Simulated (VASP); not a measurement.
# Os (Im-3m) in VASP: notebook

The runs below take Os through relaxation of cell and atoms, single point, with RPBE.

Everything below comes from runs of VASP 6.6.1. Logs are shortened: lines on timing, memory, paths and dates and some standing lists are left out, and cuts for length are marked.

**1. The cell of the first run**

Symmetry: Im-3m, No. 229, cubic system. The conventional cell has a = 3.036 Å, b = 3.036 Å, c = 3.036 Å, α = 90.00°, β = 90.00°, γ = 90.00°. Os (site symmetry m-3m) has 14 Os at 2.63 to 3.04 Å within 3.5 Å.

This isn't the form of Os at room conditions, which is hcp.

**2. Relaxation of cell and atoms, RPBE**

Contents of INCAR:

```
SYSTEM = Os
PREC     = Accurate       ! precision mode
ENCUT    = 600            ! plane-wave cutoff, eV
EDIFF    = 1E-6           ! SCF threshold, eV
ISMEAR   = -1             ! smearing method
SIGMA    = 0.1            ! smearing width, eV
LREAL    = .FALSE.        ! projectors in reciprocal space
LASPH    = .TRUE.         ! aspherical terms in the spheres
NELM     = 100            ! most SCF steps
ALGO     = Normal         ! electronic algorithm
ISIF     = 3              ! what is computed and relaxed
LWAVE    = .FALSE.        ! write WAVECAR
LCHARG   = .FALSE.        ! write CHGCAR
GGA      = RP             ! functional
IBRION   = 2              ! ionic algorithm
NSW      = 80             ! ionic steps
EDIFFG   = -0.01          ! ionic threshold
```

Contents of KPOINTS:

```
Automatic mesh
0
G
  14 14 14
  0 0 0
```

Contents of POSCAR:

```
Os
1.0
   -1.5179840853      1.5179840853      1.5179840853
    1.5179840853     -1.5179840853      1.5179840853
    1.5179840853      1.5179840853     -1.5179840853
Os
1
Direct
    0.0000000000      0.0000000000      0.0000000000
```

Potentials or basis: VASP PAW PBE potentials, release 64 (Os).

Started as:

```console
$ cat potpaw_PBE.64/Os/POTCAR > POTCAR
$ mpirun -np 1 vasp_std > vasp.out
```

OUTCAR:

```text
SYSTEM = Os
   PREC = Accurate
   ENCUT = 600
   EDIFF = 1E-6
   ISMEAR = -1
   LREAL = .FALSE.
   LASPH = .TRUE.
   NELM = 100
   ISIF = 3
   GGA = RP
   IBRION = 2
   NSW = 80
   EDIFFG = -0.01

 ion  position               nearest neighbor table
   1  0.000  0.000  0.000-

  LATTYP: Found a body centered cubic cell.
 ALAT       =     3.0359681706

  Lattice vectors:

 A1 = (  -1.5179840853,   1.5179840853,   1.5179840853)
 A2 = (   1.5179840853,  -1.5179840853,   1.5179840853)
 A3 = (   1.5179840853,   1.5179840853,  -1.5179840853)

Analysis of symmetry for initial positions (statically):
=====================================================================
 Subroutine PRICEL returns:
 Original cell was already a primitive cell.

 Routine SETGRP: Setting up the symmetry group for a
 body centered cubic supercell.

 Subroutine GETGRP returns: Found 48 space group operations
 (whereof 48 operations were pure point group operations)
 out of a pool of 48 trial point group operations.

The static configuration has the point symmetry O_h .

Analysis of symmetry for dynamics (positions and initial velocities):
=====================================================================
 Subroutine PRICEL returns:
 Original cell was already a primitive cell.

 Routine SETGRP: Setting up the symmetry group for a
 body centered cubic supercell.

 Subroutine GETGRP returns: Found 48 space group operations
 (whereof 48 operations were pure point group operations)
 out of a pool of 48 trial point group operations.

The dynamic configuration has the point symmetry O_h .

 Subroutine INISYM returns: Found 48 space group operations
 (whereof 48 operations are pure point group operations),
 and found     1 'primitive' translations

----------------------------------------------------------------------------------------

                                     Primitive cell

  volume of cell :      13.9914

  direct lattice vectors                    reciprocal lattice vectors
    -1.517984085  1.517984085  1.517984085     0.000000000  0.329384217  0.329384217
     1.517984085 -1.517984085  1.517984085     0.329384217  0.000000000  0.329384217
     1.517984085  1.517984085 -1.517984085     0.329384217  0.329384217  0.000000000

  length of vectors
     2.629225561  2.629225561  2.629225561     0.465819628  0.465819628  0.465819628

  position of ions in fractional coordinates (direct lattice)
     0.000000000  0.000000000  0.000000000

  ion indices of the primitive-cell ions
   primitive index   ion index
                 1           1

----------------------------------------------------------------------------------------

 KPOINTS: Automatic mesh

Automatic generation of k-mesh.
 Grid dimensions read from file:
 generate k-points for:   14   14   14

 Generating k-lattice:

  Cartesian coordinates                     Fractional coordinates (reciprocal lattice)
     0.000000000  0.023527444  0.023527444     0.071428571  0.000000000  0.000000000
     0.023527444  0.000000000  0.023527444     0.000000000  0.071428571  0.000000000
     0.023527444  0.023527444  0.000000000     0.000000000  0.000000000  0.071428571

  Length of vectors
     0.033272831  0.033272831  0.033272831

  Shift w.r.t. Gamma in fractional coordinates (k-lattice)
     0.000000000  0.000000000  0.000000000

 Subroutine IBZKPT returns following result:
 ===========================================

 Found    104 irreducible k-points:

 Following reciprocal coordinates:
            Coordinates               Weight
  0.000000  0.000000  0.000000      1.000000
  0.071429  0.000000  0.000000     12.000000
  0.142857  0.000000  0.000000     12.000000
  0.214286  0.000000  0.000000     12.000000
  0.285714  0.000000  0.000000     12.000000
  0.357143  0.000000  0.000000     12.000000
[... 16 lines left out ...]
  0.285714  0.285714  0.000000     24.000000
  0.357143  0.285714  0.000000     24.000000
 [... further k-points ...]
   k-points           NKPTS =    104   k-points in BZ     NKDIM =    104   number of bands    NBANDS=      8
   number of dos      NEDOS =    301   number of ions     NIONS =      1
   total plane-waves  NPLWV =  13824
   dimension x,y,z NGX =    24 NGY =   24 NGZ =   24
   dimension x,y,z NGXF=    48 NGYF=   48 NGZF=   48
   ions per type =               1
   NGX,Y,Z   is equivalent  to a cutoff of  15.18, 15.18, 15.18 a.u.
   NGXF,Y,Z  is equivalent  to a cutoff of  30.35, 30.35, 30.35 a.u.
 SYSTEM =  Os
   PREC   = accura    normal or accurate (medium, high low for compatibility)
   ISTART =      0    job   : 0-new  1-cont  2-samecut
   ICHARG =      2    charge: 1-file 2-atom 10-const
   ISPIN  =      1    spin polarized calculation?
   LNONCOLLINEAR =      F non collinear calculations
   LSORBIT =      F    spin-orbit coupling
   LASPH  =      T    aspherical Exc in radial PAW
   ENCUT  =  600.0 eV  44.10 Ry    6.64 a.u.   5.25  5.25  5.25*2*pi/ulx,y,z
   NELM   =    100;   NELMIN=  2; NELMDL= -5     # of ELM steps
   EDIFF  = 0.1E-05   stopping-criterion for ELM
   LREAL  =      F    real-space projection
   EDIFFG = -.1E-01   stopping-criterion for IOM
   NSW    =     80    number of steps for IOM
   IBRION =      2    ionic relax: 0-MD 1-quasi-New 2-CG
   NFREE  =      1    steps in history (QN), initial steepest desc. (CG)
   ISIF   =      3    stress and relaxation
   ISYM   =      2    0-nonsym 1-usesym 2-fastsym
   POTIM  = 0.5000    time-step for ionic-motion
   TEBEG  =    0.0;   TEEND  =   0.0 temperature during run
   PSTRESS=    0.0 pullay stress
   NELECT =       8.0000    total number of electrons
   NUPDOWN=      -1.0000    fix difference up-down
   EMIN   =  10.00;   EMAX   =-10.00  energy-range for DOS
   EFERMI =   0.00;   METHOD = LEGACY
   ISMEAR =    -1;   SIGMA  =   0.10  broadening in eV -4-tet -1-fermi 0-gaus
   EFERMI_NEDOS =   21; number of points for ismear=-14 and -15
   IALGO  =     38    algorithm
   IMIX   =      4    mixing-type and parameters
     AMIX     =   0.40;   BMIX     =  1.00
     AMIX_MAG =   1.60;   BMIX_MAG =  1.00
  volume/ion in A,a.u.               =      13.99        94.42
  Fermi-wavevector in a.u.,A,eV,Ry     =   1.358786  2.567733 25.120415  1.846298
  Thomas-Fermi vector in A             =   2.485589
   LORBIT       =      0    0 simple, 1 ext, 2 COOP (PROOUT), +10 PAW based schemes
   GGA     = RP    functional components
   LHFCALC =     F    Hartree Fock is set to
   AEXX    =    0.0000 exact exchange contribution
   IVDW    =     0    specifies the selected vdW correction
   LEPSILON=     F    determine dielectric tensor
   LRPA    =     F    only Hartree local field effects (RPA)
 conjugate gradient relaxation of ions
 non-spin polarized calculation
  energy-cutoff  :      600.00
  volume of cell :       13.99
 maximum number of plane-waves:       476
 NGX is ok and might be reduce to    24
   NGX = 11   NGY = 11   NGZ = 11

--------------------------------------- Ionic step        1  -------------------------------------------

 number of electron       7.9999999 magnetization

 Free energy of the ion-electron system (eV)
  ---------------------------------------------------
  ext. energy  EPLUGINS =         0.00000000
  ---------------------------------------------------
  free energy    TOTEN  =        -9.67705098 eV

  energy without entropy =       -9.63213004  energy(sigma->0) =       -9.65459051

------------------------ aborting loop because EDIFF is reached ----------------------------------------

  FORCE on cell =-STRESS in cart. coord.  units (eV):
  Direction    XX          YY          ZZ          XY          YZ          ZX
  --------------------------------------------------------------------------------------
  -------------------------------------------------------------------------------------
  Total        2.3373495      2.3373495      2.3373495     -0.0000000      0.0000000      0.0000000
  in kB      267.6532991    267.6532991    267.6532991     -0.0000000      0.0000000      0.0000000
  external PRESSURE =     267.6532991 kB  Pullay stress =       0.0000000 kB
[... 86 lines left out ...]
  FREE ENERGIE OF THE ION-ELECTRON SYSTEM (eV)
  ---------------------------------------------------
  free  energy   TOTEN  =        -9.7508542271 eV

  energy  without entropy=       -9.6999174748  energy(sigma->0) =       -9.72538585

[... ionic steps 4 to 15 ...]

--------------------------------------- Ionic step       16  -------------------------------------------

 number of electron       8.0000001 magnetization

------------------------ aborting loop because EDIFF is reached ----------------------------------------

  FORCE on cell =-STRESS in cart. coord.  units (eV):
  Direction    XX          YY          ZZ          XY          YZ          ZX
  --------------------------------------------------------------------------------------
  -------------------------------------------------------------------------------------
  Total        0.0128479      0.0128479      0.0128479      0.0000000      0.0000000      0.0000000
  in kB        1.3773431      1.3773431      1.3773431      0.0000000      0.0000000      0.0000000
  external PRESSURE =       1.3773431 kB  Pullay stress =       0.0000000 kB
[... 55 lines left out ...]
  energy  without entropy=       -9.7017059056  energy(sigma->0) =       -9.72680694

--------------------------------------- Ionic step       18  -------------------------------------------

 number of electron       8.0000001 magnetization

 Free energy of the ion-electron system (eV)
  ---------------------------------------------------
  ext. energy  EPLUGINS =         0.00000000
  ---------------------------------------------------
  free energy    TOTEN  =        -9.75190794 eV

  energy without entropy =       -9.70168599  energy(sigma->0) =       -9.72679696

 E-fermi :   8.8336     XC(G=0): -13.6282

 val. band max:        8.8194559114   @ k =   0.1429   0.0000   0.0000
 cond. band min:       8.8362115111   @ k =   0.0714   0.0714   0.0000
 fundamental gap:      0.0167555998
 Fermi energy:         8.8335871208

 k-point     1 :       0.0000    0.0000    0.0000
  band No.  band energies     occupation
      1      -1.7605      2.00000
      2       5.6403      2.00000
      3       5.6403      2.00000
      4       5.6403      2.00000
      5       8.7802      1.26094
      6       8.7802      1.26094
      7      24.9957      0.00000
      8      24.9957      0.00000
[... 243 lines left out ...]
 k-point    24 :       0.3571    0.2857    0.0000
  band No.  band energies     occupation
      1       3.0170      2.00000
      2       4.3807      2.00000
      3       5.1086      2.00000
      4       8.9545      0.45981
      5       9.4391      0.00468
      6      15.7624      0.00000
      7      16.8785      0.00000
      8      19.2609      0.00000

 [... further k-points ...]

------------------------ aborting loop because EDIFF is reached ----------------------------------------

  FORCE on cell =-STRESS in cart. coord.  units (eV):
  Direction    XX          YY          ZZ          XY          YZ          ZX
  --------------------------------------------------------------------------------------
  -------------------------------------------------------------------------------------
  Total       -0.0007297     -0.0007297     -0.0007297     -0.0000000      0.0000000      0.0000000
  in kB       -0.0782017     -0.0782017     -0.0782017     -0.0000000      0.0000000      0.0000000
  external PRESSURE =      -0.0782017 kB  Pullay stress =       0.0000000 kB
[... 16 lines left out ...]
  FREE ENERGIE OF THE ION-ELECTRON SYSTEM (eV)
  ---------------------------------------------------
  free  energy   TOTEN  =        -9.7519079377 eV

  energy  without entropy=       -9.7016859872  energy(sigma->0) =       -9.72679696

 reached required accuracy - stopping structural energy minimisation
```

Run time: 76 s. Hardware: 1 thread of Intel Xeon 8259CL, shared host; peak memory 0.16 GiB.

What came out:

```
Free energy                           : -9.7519 eV
Relaxed volume                        : 14.95 Å³/atom
Relaxed cell                          : a = 2.688 Å, b = 2.688 Å, c = 2.688 Å, α = 109.47°, β = 109.47°, γ = 109.47°
Space group after relaxing (to 0.1 Å) : Im-3m (No. 229)
Pressure after relaxing               : 0.0 GPa
Band gap on the k mesh                : zero (bands 4 and 5 overlap by 4.16 eV)
```

Final structure:
```yaml
crystal:
  lattice:
    - [-1.55192, 1.55192, 1.55192]
    - [1.55192, -1.55192, 1.55192]
    - [1.55192, 1.55192, -1.55192]
  atoms:
    - { symbol: Os, position: [0.00000, 0.00000, 0.00000] }
```

Caveat: the PAW data sets were made with another functional, which shifts forces and pressure a little; spin-orbit coupling is left out, which moves the levels of the heavy elements.

(Part 1 of 2 ends here.)
